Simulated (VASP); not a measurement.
# SnO2 (P6_3/mmc) in VASP: notebook, part 2 of 2

VASP 6.6.1.

### Step 5. Single point, PBE+D3(BJ) (strain -0.0375 x Voigt [0, 0, 1, 0, 0, 0])

Contents of INCAR:

```
  PREC = Accurate
  ENCUT = 520
  EDIFF = 1E-7
  ISMEAR = 0
  SIGMA = 0.05
  LREAL = False
  LASPH = True
  NELM = 100
  ALGO = Normal
  ISIF = 2
  LWAVE = False
  LCHARG = False
  GGA = PE
  IVDW = 12
  NBANDS = 35
```

Contents of KPOINTS:

```
Automatic mesh
0
Gamma
  12 12 4
```

Contents of POSCAR:

```
SnO2
1.0
    3.2115702651      0.0000000000      0.0000000000
   -1.6057851326      2.7813014356      0.0000000000
    0.0000000000      0.0000000000      9.9549026849
Sn O
2 4
Direct
    0.0000000000      0.0000000000      0.5000000000
    0.0000000000      0.0000000000      0.0000000000
    0.6666666667      0.3333333333      0.4018666787
    0.6666666667      0.3333333333      0.0981333213
    0.3333333333      0.6666666667      0.5981333213
    0.3333333333      0.6666666667      0.9018666787
```

Potentials or basis: VASP PAW PBE potentials, release 64 (Sn_d, O).

On the command line:

```console
$ cat potpaw_PBE.64/Sn_d/POTCAR potpaw_PBE.64/O/POTCAR > POTCAR
$ mpirun -np 1 vasp_std > vasp.out
```

OUTCAR:

```text
PREC = Accurate
   ENCUT = 520
   EDIFF = 1E-7
   ISMEAR = 0
   LREAL = False
   LASPH = True
   NELM = 100
   ISIF = 2
   GGA = PE
   IVDW = 12
 IVDW          = 12

 ion  position               nearest neighbor table
   1  0.000  0.000  0.500-   3 2.10   5 2.10   3 2.10   5 2.10   3 2.10   5 2.10
   2  0.000  0.000  0.000-   4 2.10   6 2.10   4 2.10   6 2.10   4 2.10   6 2.10
   3  0.667  0.333  0.402-   1 2.10   1 2.10   1 2.10
   4  0.667  0.333  0.098-   2 2.10   2 2.10   2 2.10
   5  0.333  0.667  0.598-   1 2.10   1 2.10   1 2.10
[... 1127 lines left out ...]
  -------------------------------------------------------------------------------------
  Total       1.98136     1.98136     2.50105    -0.00000    -0.00000     0.00000
  in kB      35.70028    35.70028    45.06401    -0.00000    -0.00000     0.00000
  external pressure =       38.82 kB  Pullay stress =        0.00 kB

 VOLUME and BASIS-vectors are now :
 -----------------------------------------------------------------------------
  energy-cutoff  :      520.00
  volume of cell :       88.92
      direct lattice vectors                 reciprocal lattice vectors
     3.211570265  0.000000000  0.000000000     0.311374162  0.179771956  0.000000000
    -1.605785133  2.781301436  0.000000000     0.000000000  0.359543913  0.000000000
     0.000000000  0.000000000  9.954902685     0.000000000  0.000000000  0.100453016

 POSITION                                       TOTAL-FORCE (eV/Angst)
 -----------------------------------------------------------------------------------
      0.00000      0.00000      4.97745        -0.000000      0.000000      0.000000
      0.00000      0.00000      0.00000        -0.000000      0.000000      0.000000
      1.60579      0.92710      4.00054         0.000000      0.000000     -0.537485
      1.60579      0.92710      0.97691         0.000000      0.000000      0.537485
     -0.00000      1.85420      5.95436        -0.000000     -0.000000      0.537485
     -0.00000      1.85420      8.97800        -0.000000     -0.000000     -0.537485
 -----------------------------------------------------------------------------------
    total drift:                               -0.000000      0.000000      0.000000

  FREE ENERGIE OF THE ION-ELECTRON SYSTEM (eV)
  ---------------------------------------------------
  free  energy   TOTEN  =       -37.2379496934 eV

  energy  without entropy=      -37.2379496934  energy(sigma->0) =      -37.23794969
```

OSZICAR:

```text
N       E                     dE             d eps       ncg     rms          rms(c)
DAV:   1     0.656590419348E+03    0.65659E+03   -0.25622E+04  4329   0.217E+03
DAV:   2     0.668609416097E+02   -0.58973E+03   -0.55491E+03  4377   0.600E+02
DAV:   3    -0.365638657408E+02   -0.10342E+03   -0.10135E+03  4393   0.211E+02
DAV:   4    -0.422174519433E+02   -0.56536E+01   -0.56132E+01  4965   0.548E+01
DAV:   5    -0.423681241518E+02   -0.15067E+00   -0.15046E+00  4959   0.924E+00    0.155E+01
DAV:   6    -0.361438630538E+02    0.62243E+01   -0.18169E+01  6212   0.648E+01    0.628E+00
DAV:   7    -0.362459726842E+02   -0.10211E+00   -0.21971E+00  4257   0.847E+00    0.323E+00
DAV:   8    -0.362130343490E+02    0.32938E-01   -0.18177E-01  5998   0.410E+00    0.951E-01
DAV:   9    -0.362072753185E+02    0.57590E-02   -0.37716E-02  6181   0.286E+00    0.141E-01
DAV:  10    -0.362088901004E+02   -0.16148E-02   -0.58640E-03  5212   0.778E-01    0.665E-02
DAV:  11    -0.362090064434E+02   -0.11634E-03   -0.56540E-04  6127   0.268E-01    0.191E-02
DAV:  12    -0.362090262227E+02   -0.19779E-04   -0.71739E-05  5157   0.532E-02    0.168E-02
DAV:  13    -0.362090240184E+02    0.22043E-05   -0.14182E-05  5635   0.519E-02    0.136E-03
DAV:  14    -0.362090236587E+02    0.35970E-06   -0.13191E-06  4614   0.749E-03    0.115E-03
DAV:  15    -0.362090236853E+02   -0.26645E-07   -0.82581E-08  3467   0.413E-03
   1 F= -.37237950E+02 E0= -.37237950E+02  d E =-.532550E-16
```

It took 77 s on 1 thread of AMD EPYC 9R45 (Zen 5), shared host; peak memory 0.27 GiB.

Results:

- Free energy: -37.2379 eV
- Pressure: 3.9 GPa
- Largest force: 0.537 eV/Å
- Band gap on the k mesh: 1.99 eV (least direct gap 2.42 eV)
- Dispersion energy per atom: -0.171 eV

Forces on the atoms (eV/Å):
```
Sn   0.000  0.000  0.000
Sn   0.000  0.000  0.000
O    0.000  0.000 -0.537
O    0.000  0.000  0.537
O    0.000  0.000  0.537
O    0.000  0.000 -0.537
```

Levels at points of the mesh, in eV from the valence-band top:
```tsv
k point	band 23	band 24	band 25	band 26	band 27	band 28	band 29	band 30
(0.00, 0.00, 0.00)	-1.13	-1.07	-1.07	-0.43	1.99	3.01	5.35	5.92
(0.50, 0.00, 0.00)	-0.76	-0.72	-0.63	-0.09	5.25	5.47	6.86	7.79
(0.00, 0.00, 0.50)	-1.10	-1.10	-0.94	-0.94	2.52	2.52	5.65	5.65
(0.50, 0.00, 0.50)	-0.68	-0.68	-0.37	-0.37	5.36	5.36	7.29	7.29
```

Caveat: the cell differs from its parent crystal (strain -0.0375 x Voigt [0, 0, 1, 0, 0, 0]); the cell stands under pressure; spin-orbit coupling is left out, which moves the levels of the heavy elements. A k mesh can miss the band edges.

### Step 6. Single point, PBE+D3(BJ) (strain +0.0375 x Voigt [0, 0, 1, 0, 0, 0])

Contents of INCAR:

```
SYSTEM = SnO2
ALGO = Normal
EDIFF = 1E-6
ENCUT = 520
GGA = PE
ISIF = 2
ISMEAR = 0
IVDW = 12
LASPH = .True.
LCHARG = .True.
LELF = .True.
LREAL = .False.
LVHAR = .True.
LWAVE = .False.
NBANDS = 35
NELM = 60
PREC = Accurate
SIGMA = 0.05
```

Contents of KPOINTS:

```
k-points
0
Gamma
  12 12 4
  0 0 0
```

POSCAR, as its differences from that of step 5:

```diff
@@ -4,3 +4,3 @@
    -1.6057851326      2.7813014356      0.0000000000
-    0.0000000000      0.0000000000      9.9549026849
+    0.0000000000      0.0000000000     10.7306093877
 Sn O
```

Potentials or basis: VASP PAW PBE potentials, release 64 (Sn_d, O).

On the command line:

```console
$ cat potpaw_PBE.64/Sn_d/POTCAR potpaw_PBE.64/O/POTCAR > POTCAR
$ mpirun -np 1 vasp_std > vasp.out
```

OUTCAR:

```text
SYSTEM = SnO2
   EDIFF = 1E-6
   ENCUT = 520
   GGA = PE
   ISIF = 2
   ISMEAR = 0
   IVDW = 12
   LASPH = .True.
   LREAL = .False.
   NELM = 60
   PREC = Accurate
 IVDW          = 12

 ion  position               nearest neighbor table
   1  0.000  0.000  0.500-   3 2.13   5 2.13   3 2.13   5 2.13   3 2.13   5 2.13
   2  0.000  0.000  0.000-   4 2.13   6 2.13   4 2.13   6 2.13   4 2.13   6 2.13
   3  0.667  0.333  0.402-   1 2.13   1 2.13   1 2.13
[... 1128 lines left out ...]
  --------------------------------------------------------------------------------------
  -------------------------------------------------------------------------------------
  Total      -0.98516    -0.98516    -2.22291     0.00000     0.00000     0.00000
  in kB     -16.46750   -16.46750   -37.15720     0.00000     0.00000     0.00000
  external pressure =      -23.36 kB  Pullay stress =        0.00 kB

 VOLUME and BASIS-vectors are now :
 -----------------------------------------------------------------------------
  energy-cutoff  :      520.00
  volume of cell :       95.85
      direct lattice vectors                 reciprocal lattice vectors
     3.211570265  0.000000000  0.000000000     0.311374162  0.179771956  0.000000000
    -1.605785133  2.781301436  0.000000000     0.000000000  0.359543913  0.000000000
     0.000000000  0.000000000 10.730609388     0.000000000  0.000000000  0.093191352

 POSITION                                       TOTAL-FORCE (eV/Angst)
 -----------------------------------------------------------------------------------
      0.00000      0.00000      5.36530         0.000000      0.000000      0.000000
      0.00000      0.00000      0.00000         0.000000      0.000000      0.000000
      1.60579      0.92710      4.31227        -0.000000     -0.000000      0.428231
      1.60579      0.92710      1.05303        -0.000000      0.000000     -0.428231
     -0.00000      1.85420      6.41834         0.000000      0.000000     -0.428231
     -0.00000      1.85420      9.67758        -0.000000      0.000000      0.428231
 -----------------------------------------------------------------------------------
    total drift:                               -0.000000      0.000000      0.000000

  FREE ENERGIE OF THE ION-ELECTRON SYSTEM (eV)
  ---------------------------------------------------
  free  energy   TOTEN  =       -37.2567351892 eV

  energy  without entropy=      -37.2567351892  energy(sigma->0) =      -37.25673519
```

OSZICAR:

```text
N       E                     dE             d eps       ncg     rms          rms(c)
DAV:   1     0.649644056225E+03    0.64964E+03   -0.25618E+04  4357   0.210E+03
DAV:   2     0.658234622814E+02   -0.58382E+03   -0.54977E+03  4398   0.594E+02
DAV:   3    -0.363501392573E+02   -0.10217E+03   -0.10059E+03  4466   0.209E+02
DAV:   4    -0.419422993320E+02   -0.55922E+01   -0.55518E+01  4952   0.545E+01
DAV:   5    -0.420934178543E+02   -0.15112E+00   -0.15090E+00  5072   0.925E+00    0.149E+01
DAV:   6    -0.362596719814E+02    0.58337E+01   -0.17436E+01  6208   0.646E+01    0.620E+00
DAV:   7    -0.363450773940E+02   -0.85405E-01   -0.21577E+00  4316   0.859E+00    0.315E+00
DAV:   8    -0.363130476554E+02    0.32030E-01   -0.18532E-01  6186   0.359E+00    0.980E-01
DAV:   9    -0.363066778318E+02    0.63698E-02   -0.31871E-02  6300   0.252E+00    0.143E-01
DAV:  10    -0.363080998546E+02   -0.14220E-02   -0.58776E-03  5143   0.801E-01    0.789E-02
DAV:  11    -0.363081424158E+02   -0.42561E-04   -0.72505E-04  6380   0.319E-01    0.257E-02
DAV:  12    -0.363081592498E+02   -0.16834E-04   -0.65747E-05  4794   0.655E-02    0.144E-02
DAV:  13    -0.363081579621E+02    0.12877E-05   -0.94760E-06  5740   0.239E-02    0.223E-03
DAV:  14    -0.363081577064E+02    0.25563E-06   -0.62544E-07  3044   0.746E-03
   1 F= -.37256735E+02 E0= -.37256735E+02  d E =-.501214E-19
```

Wall time 77 s (1 thread of AMD EPYC 9R45 (Zen 5), shared host); peak memory 0.27 GiB.

Results:

| Quantity | Value |
| --- | --- |
| Free energy | -37.2567 eV |
| Pressure | -2.3 GPa |
| Largest force | 0.428 eV/Å |
| Band gap on the k mesh | 2.11 eV (least direct gap 2.44 eV) |
| Dispersion energy per atom | -0.158 eV |

Forces on the atoms (eV/Å):
```
Sn   0.000  0.000  0.000
Sn   0.000  0.000  0.000
O    0.000  0.000  0.428
O    0.000  0.000 -0.428
O    0.000  0.000 -0.428
O    0.000  0.000  0.428
```

Caveat: the cell differs from its parent crystal (strain +0.0375 x Voigt [0, 0, 1, 0, 0, 0]); spin-orbit coupling is left out, which moves the levels of the heavy elements. A k mesh can miss the band edges.

### Step 7. Summary

```tsv
cell	gap on the mesh (eV)	pressure (GPa)	largest force (eV/Å)
a = 3.212, b = 3.212, c = 8.791 Å, angles 90.0, 90.0, 120.0°, 6 atoms	1.61	18.4	1.92
a = 3.212, b = 3.212, c = 9.179 Å, angles 90.0, 90.0, 120.0°, 6 atoms	1.77	12.7	1.49
a = 3.212, b = 3.212, c = 9.567 Å, angles 90.0, 90.0, 120.0°, 6 atoms	1.89	7.9	1.02
a = 3.212, b = 3.212, c = 9.955 Å, angles 90.0, 90.0, 120.0°, 6 atoms	1.99	3.9	0.54
a = 3.212, b = 3.212, c = 10.731 Å, angles 90.0, 90.0, 120.0°, 6 atoms	2.11	-2.3	0.43
```

Alike in all rows: task single point; level PBE+D3(BJ); potentials or basis VASP PAW PBE potentials, release 64 (Sn_d, O); no spin polarisation; k mesh 12 × 12 × 4; cutoff (eV) 520; smearing gaussian 0.05 eV.

Caveats: spin-orbit coupling is left out, which moves the levels of the heavy elements; the cell stands under pressure (at least some runs); forces of over 1 eV/Å act on the atoms, so gaps and moduli don't describe the material at rest (at least some runs).

Absolute energies hang on the potentials; compare differences alone.
